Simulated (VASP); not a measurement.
**Rh: single point with PBE**

Rh, a slab with vacuum:

```
Rh
1.0
     5.37401    0.00000    0.00000
     0.00000    5.37401    0.00000
     0.00000    0.00000   16.70000
Rh
17
Direct
  0.25000 0.25000 0.05988
  0.75000 0.25000 0.05988
  0.25000 0.75000 0.05988
  0.75000 0.75000 0.05988
  0.00942 0.00984 0.15753
  0.52784 0.04198 0.17130
  0.01381 0.50372 0.16512
  0.51057 0.50234 0.15991
  0.27598 0.23783 0.28630
  0.74978 0.26820 0.28223
  0.25839 0.76684 0.28256
  0.76341 0.77692 0.28723
  0.99589 0.00888 0.38875
  0.46321 0.02611 0.40057
  0.01734 0.53063 0.39563
  0.50128 0.53247 0.40608
  0.72678 0.23335 0.48963
```

| Item | Value |
| --- | --- |
| Program | VASP 6.6.1 |
| Task | single point |
| Functional | PBE |
| Potentials or basis | VASP PAW PBE potentials, release 64 (Rh_pv) |
| Cutoff | 400 eV |
| k mesh | 2 × 2 × 1 |
| Occupations | fermi-dirac, width 0.05 eV |
| Spin | no spin polarisation |
| Dipole correction | no |
| Further INCAR settings | ALGO = Normal; EDIFF = 1e-06; NBANDS = 142; NELMDL = -8 |

| Item | Value |
| --- | --- |
| Largest force | 3.791 eV/Å |
| Band gap on the k mesh | zero (an odd number of electrons rules out a gap without spin polarisation) |

Forces on the atoms (eV/Å):
```
Rh   0.718  0.391 -1.755
Rh   0.321  0.370 -1.898
Rh   0.656  0.347 -1.305
Rh   0.089  0.594 -1.108
Rh   0.128 -0.708  3.483
Rh  -1.571 -3.363 -0.215
Rh  -0.492  0.287  1.563
Rh  -0.234  1.517  2.737
Rh  -1.934  2.770 -1.720
Rh   1.230  0.650  0.662
Rh   0.533 -1.080 -0.810
Rh  -1.199 -1.176 -1.943
Rh   0.222  1.165  1.978
Rh   0.824 -1.274  0.198
Rh  -0.683 -1.210  0.277
Rh   0.017  0.139 -1.284
Rh   1.375  0.580  1.138
```

Levels at points of the mesh, in eV from the Fermi level:
| k point | band 124 | band 125 | band 126 | band 127 | band 128 | band 129 | band 130 | band 131 |
| --- | --- | --- | --- | --- | --- | --- | --- | --- |
| (0.00, 0.00, 0.00) | 0.09 | 0.16 | 0.18 | 0.23 | 0.33 | 0.37 | 0.41 | 0.44 |
| (0.50, 0.00, 0.00) | -0.32 | -0.28 | -0.11 | -0.09 | 0.03 | 0.06 | 0.14 | 0.20 |
| (0.00, 0.50, 0.00) | -0.40 | -0.26 | -0.18 | -0.16 | 0.01 | 0.06 | 0.12 | 0.20 |
| (0.50, 0.50, 0.00) | -0.75 | -0.66 | -0.54 | -0.48 | -0.44 | -0.34 | -0.23 | -0.18 |

It took 19 min on 1 thread of Oxide Virtual Turin-like Processor (shared host), peak memory 0.4 GiB.

Caveat: the k points lie up to 0.58 Å⁻¹ apart, too coarse for converged energies and pressures of a metal; there is no dipole correction, which matters where the two faces differ.
